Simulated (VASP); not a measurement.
Si: single point with PBE

Crystal: Si.

```
Si
1.0
     0.00000   -2.73476   -2.73476
     0.00000    2.73476   -2.73476
     5.46952    0.00000    0.00000
Si
4
Direct
  0.51833 0.51769 0.00000
  0.98167 0.98231 0.50000
  0.99752 0.45930 0.25000
  0.50248 0.04070 0.75000
```

This cell differs from its parent crystal: atoms displaced along several vibrational modes.

```
Program             : VASP 6.6.1
Task                : single point
Functional          : PBE
Potentials or basis : VASP PAW PBE potentials, release 64 (Si)
Cutoff              : 520 eV
k mesh              : 8 × 8 × 6
Occupations         : gaussian, width 0.05 eV
Spin                : no spin polarisation
```

* Pressure: 0.1 GPa
* Largest force: 1.377 eV/Å
* Band gap on the k mesh: 0.50 eV (least direct gap 0.64 eV)

Forces in eV/Å, atoms in the order of the input:
```
Si   0.124  1.067  0.134
Si   0.124 -1.067 -0.134
Si  -0.124  0.305 -1.337
Si  -0.124 -0.305  1.337
```

Stress tensor (GPa, compression positive):
```
 0.43  0.00  0.00
 0.00  0.39 -0.25
 0.00 -0.25 -0.38
```

Levels at points of the mesh, in eV from the valence-band top:
```tsv
k point	band 5	band 6	band 7	band 8	band 9	band 10	band 11	band 12
(0.00, 0.00, 0.00)	-2.81	-0.28	-0.03	0.00	0.64	0.83	2.49	2.52
(0.50, 0.00, 0.00)	-3.83	-3.65	-1.49	-1.21	2.19	2.37	4.44	4.68
(0.00, 0.50, 0.00)	-3.86	-3.66	-1.46	-1.14	2.23	2.44	4.39	4.65
(0.50, 0.50, 0.00)	-3.00	-2.88	-2.87	-2.70	0.50	0.69	0.70	0.77
(0.00, 0.00, 0.50)	-1.89	-1.89	-1.85	-1.85	1.06	1.06	2.91	2.91
(0.50, 0.00, 0.50)	-1.41	-1.41	-1.05	-1.05	1.37	1.37	3.11	3.11
(0.00, 0.50, 0.50)	-1.38	-1.38	-1.06	-1.06	1.35	1.35	3.16	3.16
(0.50, 0.50, 0.50)	-3.92	-3.92	-3.71	-3.71	3.84	3.84	4.29	4.29
```

Run time: 67 s on 1 thread of AMD EPYC 9R45 96-Core Processor (Zen 5) (shared host), peak memory 0.23 GiB.

Caveat: the cell differs from its parent crystal (atoms displaced along several vibrational modes); forces of over 1 eV/Å act on the atoms, so gaps and moduli don't describe the material at rest. A k mesh can miss the band edges.
